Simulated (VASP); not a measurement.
ZnS: single point with r2SCAN

ZnS:

```
Zn S
1.0
     3.80672    0.00000    0.00000
    -1.90336    3.29672    0.00000
     0.00000    0.00000    6.49556
Zn S
2 2
Cartesian
  0.0000 2.1978 0.0350
  1.9034 1.0989 3.2828
  0.0000 2.1978 2.4658
  1.9034 1.0989 5.7136
```

This cell differs from its parent crystal: strain +0.000 along x and y, +0.040 along z.

```
Program                : VASP 6.6.1
Task                   : single point
Functional             : r2SCAN
Potentials or basis    : VASP PAW PBE potentials, release 64 (Zn, S)
Cutoff                 : 520 eV
k mesh                 : 6 × 6 × 4
Occupations            : gaussian, width 0.05 eV
Spin                   : no spin polarisation
Dipole correction      : no
Further INCAR settings : ALGO = Normal; EDIFF = 1e-07; NBANDS = 26
```

- Pressure: -2.6 GPa
- Largest force: 0.147 eV/Å
- Band gap on the k mesh: 2.49 eV

Forces on the atoms (eV/Å):
```
Zn   0.000  0.000  0.147
Zn   0.000  0.000  0.147
S    0.000  0.000 -0.147
S    0.000  0.000 -0.147
```

Stress tensor (GPa, compression positive):
```
-1.02  0.00  0.00
 0.00 -1.02  0.00
 0.00  0.00 -5.91
```

Levels at points of the mesh, in eV from the valence-band top:
```tsv
k point	band 15	band 16	band 17	band 18	band 19	band 20	band 21	band 22
(0.00, 0.00, 0.00)	-0.76	-0.23	0.00	0.00	2.49	3.78	6.71	6.96
(0.50, 0.00, 0.00)	-3.18	-2.09	-1.65	-0.93	4.19	4.51	5.30	7.39
(0.00, 0.00, 0.50)	-0.39	-0.39	-0.39	-0.39	4.09	4.09	6.99	6.99
(0.50, 0.00, 0.50)	-1.73	-1.73	-1.55	-1.55	3.82	3.82	5.57	5.57
```

It took 73 s on 1 thread of Intel(R) Xeon(R) 6975P-C (Granite Rapids), with other jobs on the host, peak memory 0.21 GiB.

Caveat: the cell differs from its parent crystal (strain +0.000 along x and y, +0.040 along z); the PAW data sets were made with another functional, which shifts forces and pressure a little.
